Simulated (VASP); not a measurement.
Pt:

```xyz
2
Lattice="2.7740 0.0000 0.0000 -1.3870 2.4024 0.0000 0.0000 0.0000 4.5300" Properties=species:S:1:pos:R:3 pbc="T T T"
Pt    0.0000    1.6016    1.1325
Pt    1.3870    0.8008    3.3975
```

```yaml
Program: VASP 6.6.1
Task: relaxation of cell and atoms
Functional: RPBE
Potentials_or_basis: VASP PAW PBE potentials, release 64 (Pt)
Cutoff: 600 eV
k_mesh: 13 × 13 × 7
Occupations: fermi-dirac, width 0.1 eV
Spin: no spin polarisation
```

At the start: pressure 15.6 GPa; volume 15.09 Å³/atom.

How do energy, volume and symmetry change on relaxing?

Over 9 steps the energy falls by 54.5 meV/atom and the volume is 16.02 Å³/atom (+6.1 %); space group P6_3/mmc (No. 194, to 0.05 Å).

The path:
| step | energy change (eV) | largest force (eV/Å) | pressure (GPa) | volume (Å³) |
| --- | --- | --- | --- | --- |
| 1 | 0.0000 | 0.0000 | 15.57 | 30.19 |
| 2 | 0.2968 | 0.0000 | -21.68 | 37.05 |
| 3 | -0.0919 | 0.0000 | -1.37 | 32.21 |
| 4 | -0.0922 | 0.0000 | -0.76 | 32.12 |
| 5 | -0.1061 | 0.0000 | -0.24 | 32.04 |
| 6 | -0.1089 | 0.0000 | 0.29 | 31.99 |
| 7 | -0.1089 | 0.0000 | 0.31 | 31.99 |
| 8 | -0.1088 | 0.0000 | -0.64 | 32.12 |
| 9 | -0.1089 | 0.0000 | 0.02 | 32.03 |

Final structure:
```cif
data_structure
_symmetry_space_group_name_H-M 'P 1'
_symmetry_Int_Tables_number 1
_cell_length_a 2.7811
_cell_length_b 2.7811
_cell_length_c 4.7819
_cell_angle_alpha 90.000
_cell_angle_beta 90.000
_cell_angle_gamma 120.000
_cell_volume 32.03
loop_
_atom_site_label
_atom_site_type_symbol
_atom_site_fract_x
_atom_site_fract_y
_atom_site_fract_z
_atom_site_occupancy
Pt1 Pt 0.33333 0.66667 0.25000 1
Pt2 Pt 0.66667 0.33333 0.75000 1
```

Caveat: the PAW data sets were made with another functional, which shifts forces and pressure a little.
